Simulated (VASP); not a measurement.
The system is ScSi2.

```xyz
3
Lattice="3.6600 0.0000 0.0000 -1.8300 3.1697 0.0000 0.0000 0.0000 3.8700" Properties=species:S:1:pos:R:3 pbc="T T T"
Sc    0.0000    0.0000    0.0000
Si    1.8300    1.0566    1.9350
Si    0.0000    2.1131    1.9350
```

Program: VASP 6.6.1. Alike in all runs: task single point; potentials or basis VASP PAW PBE potentials, release 64 (Sc_sv, Si); cell as given; k mesh 8 × 8 × 7.

Q: Order these runs on this cell by their pressure, lowest first.
A. level b88 exchange, pbe correlation; spin collinear; cutoff (eV) 500; smearing fermi-dirac 0.05 eV
B. level PBEsol+D3(BJ); spin off; cutoff (eV) 500; smearing fermi-dirac 0.05 eV
C. level r2SCAN+D4; spin off; cutoff (eV) 520; smearing fermi-dirac 0.1 eV
D. level BLYP; spin off; cutoff (eV) 500; smearing methfessel-paxton 0.15 eV

A: B (16.9 GPa), C (23.2 GPa), A (25.4 GPa), D (29.5 GPa).

Caveats: the cell stands under pressure; the PAW data sets were made with another functional, which shifts forces and pressure a little.
